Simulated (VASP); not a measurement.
A run of VASP 6.6.1 is set up as follows.

File INCAR:

```
SYSTEM = BN
PREC     = Accurate       ! precision mode
ENCUT    = 520            ! plane-wave cutoff, eV
EDIFF    = 1E-6           ! SCF threshold, eV
ISMEAR   = 0              ! smearing method
SIGMA    = 0.05           ! smearing width, eV
LREAL    = .FALSE.        ! projectors in reciprocal space
LASPH    = .TRUE.         ! aspherical terms in the spheres
NELM     = 80             ! most SCF steps
ALGO     = Normal         ! electronic algorithm
ISIF     = 2              ! what is computed and relaxed
LWAVE    = .FALSE.        ! write WAVECAR
LCHARG   = .FALSE.        ! write CHGCAR
GGA      = PE             ! functional
NBANDS   = 16             ! bands
```

Contents of KPOINTS:

```
Automatic mesh
0
G
  10 10 6
  0 0 0
```

POSCAR

```
BN
1.0
    0.0000000000     -1.8130010000     -1.8130010000
    0.0000000000      1.8130010000     -1.8130010000
    3.6260020000      0.0000000000      0.0000000000
B N
2 2
Direct
    0.5000000000      0.5000000000      0.5165471503
    0.0000000000      0.0000000000     -0.0165471503
    0.0000000000      0.5000000000      0.2500000000
    0.5000000000      0.0000000000      0.7500000000
```

Potentials or basis: VASP PAW PBE potentials, release 64 (B, N).

Command:

```sh
$ cat potpaw_PBE.64/B/POTCAR potpaw_PBE.64/N/POTCAR > POTCAR
$ mpirun -np 1 vasp_std > vasp.out
```

(1) Estimate the largest force.

(2) Predict the pressure.

Results:

(1) 3.075 eV/Å.

(2) 1.1 GPa.

Caveat: the cell differs from its parent crystal (mode 12 (1137.6 1/cm) frozen in, largest displacement -0.060 Å); forces of over 1 eV/Å act on the atoms, so gaps and moduli don't describe the material at rest.
